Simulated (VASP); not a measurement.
Set up this calculation in VASP 6.6.1, as the native input.

* Task: single point
* Functional: r2SCAN
* Potentials or basis: VASP PAW PBE potentials, release 64 (Ti_sv)
* Cutoff: 520 eV
* k mesh: 16 × 16 × 16
* Occupations: gaussian, width 0.1 eV
* Spin: no spin polarisation
* Dipole correction: no
* Further INCAR settings: ALGO = Normal; EDIFF = 1e-07; NBANDS = 19

Ti:

```xyz
2
Lattice="3.2843 0.0000 0.0000 0.0000 3.2843 0.0000 0.0000 0.0000 3.1572" Properties=species:S:1:pos:R:3 pbc="T T T"
Ti    0.0000    0.0000    0.0000
Ti    1.6422    1.6422    1.5786
```

This cell differs from its parent crystal: biaxial strain in the a-b plane: +1.0 %, then relaxed in part.

These files were run (other wordings do the same):

POSCAR

```
Ti
1.0
    3.2843076419      0.0000000000      0.0000000000
    0.0000000000      3.2843076419      0.0000000000
    0.0000000000      0.0000000000      3.1572225198
Ti
2
Direct
    0.0000000000      0.0000000000      0.0000000000
    0.5000000000      0.5000000000      0.5000000000
```

INCAR.step1

```
SYSTEM = Ti
PREC = Accurate
ENCUT = 520
ISMEAR = 0
SIGMA = 0.1
LREAL = .False.
LASPH = .True.
NELM = 80
NBANDS = 19
GGA = PE
ALGO = Normal
EDIFF = 1E-4
LWAVE = .True.
LCHARG = .False.
```

INCAR.step2

```
SYSTEM = Ti
PREC = Accurate
ENCUT = 520
EDIFF = 1E-7
ISMEAR = 0
SIGMA = 0.1
LREAL = .False.
LASPH = .True.
NELM = 80
ALGO = Normal
ISIF = 2
LWAVE = .False.
LCHARG = .False.
METAGGA = R2SCAN
LMIXTAU = .True.
NBANDS = 19
ISTART = 1
```

KPOINTS

```
regular mesh
0
Gamma
  16 16 16
  0 0 0
```

Potentials or basis: VASP PAW PBE potentials, release 64 (Ti_sv).

Command:

```bash
$ cat potpaw_PBE.64/Ti_sv/POTCAR > POTCAR
$ cp INCAR.step1 INCAR
$ mpirun -np 1 vasp_std > vasp.out
$ cp INCAR.step2 INCAR
$ mpirun -np 1 vasp_std > vasp.out
```

Results of the run:

- Pressure: 1.6 GPa
- Band gap on the k mesh: zero (bands 12 and 13 overlap by 1.81 eV)

Caveat: the cell differs from its parent crystal (biaxial strain in the a-b plane: +1.0 %, then relaxed in part); the PAW data sets were made with another functional, which shifts forces and pressure a little.

Wall time 10 min on 1 thread of AMD EPYC 7R13 Processor (Zen 3) (shared host), peak memory 0.28 GiB.
